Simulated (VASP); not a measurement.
Runs of VASP 6.6.1 on Te2Mo. The cell holds a slab with vacuum, 3 atoms: a = 3.560 Å, b = 3.560 Å, c = 17.524 Å, α = 90.00°, β = 90.00°, γ = 120.00°. 

```tsv
k mesh	gap on the mesh (eV)	largest force (eV/Å)
6 × 6 × 1	(b)	0.02
9 × 9 × 2	1.13	0.02
3 × 3 × 1	1.10	0.14
7 × 7 × 2	(a)	0.02
5 × 5 × 1	1.55	0.02
```

Alike in all rows: task single point; level r2SCAN; potentials or basis VASP PAW PBE potentials, release 64 (Te, Mo_sv); no spin polarisation; cell as given; cutoff (eV) 520; smearing fermi-dirac 0.1 eV.

Task: Estimate the missing entries.

Result: (a) 1.47; (b) 1.12.

Caveats: some runs use coarse meshes; the PAW data sets were made with another functional, which shifts forces and pressure a little; spin-orbit coupling is left out, which moves the levels of the heavy elements.

A k mesh can miss the band edges, and the runs leave out spin-orbit coupling on Mo, Te.
